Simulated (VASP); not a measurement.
The system is HfO2.

```
CELL_PARAMETERS angstrom
5.05980 0.00000 0.00000
0.00000 10.01720 0.00000
0.00000 0.00000 5.22760
ATOMIC_POSITIONS crystal
Hf 0.74515 0.88454 0.96486
Hf 0.24515 0.61546 0.03514
Hf 0.25485 0.38454 0.53514
Hf 0.75485 0.11546 0.46486
Hf 0.25485 0.11546 0.03514
Hf 0.75485 0.38454 0.96486
Hf 0.74515 0.61546 0.46486
Hf 0.24515 0.88454 0.53514
O 0.87051 0.79074 0.62402
O 0.37051 0.70926 0.37598
O 0.12949 0.29074 0.87598
O 0.62949 0.20926 0.12402
O 0.12949 0.20926 0.37598
O 0.62949 0.29074 0.62402
O 0.87051 0.70926 0.12402
O 0.37051 0.79074 0.87598
O 0.50288 0.97644 0.26172
O 0.00288 0.52356 0.73828
O 0.49712 0.47644 0.23828
O 0.99712 0.02356 0.76172
O 0.49712 0.02356 0.73828
O 0.99712 0.47644 0.26172
O 0.50288 0.52356 0.76172
O 0.00288 0.97644 0.23828
```

Base run:

```yaml
Program: VASP 6.6.1
Functional: PBEsol
Potentials_or_basis: VASP PAW PBE potentials, release 64 (Hf_pv, O)
Cutoff: 520 eV
k_mesh: 5 × 3 × 5
Occupations: fermi-dirac, width 0.02 eV
Spin: no spin polarisation
```

Its results: band gap on the k mesh 4.19 eV (least direct gap 4.35 eV); pressure -5.4 GPa; largest force 0.101 eV/Å.

Question: The run is repeated on the same cell with these changes: functional from PBEsol to LDA; potentials or basis from VASP PAW PBE potentials, release 64 (Hf_pv, O) to VASP PAW LDA potentials, release 64 (Hf_pv, O). What comes out?

Answer: Band gap on the k mesh 4.10 eV (least direct gap 4.26 eV); pressure -11.3 GPa; largest force 0.151 eV/Å.

Caveats: the cell stands under tension; spin-orbit coupling is left out, which moves the levels of the heavy elements; an odd mesh through Γ misses points on the zone boundary, where band edges can lie; the PAW data sets were made with another functional, which shifts forces and pressure a little (at least some runs).
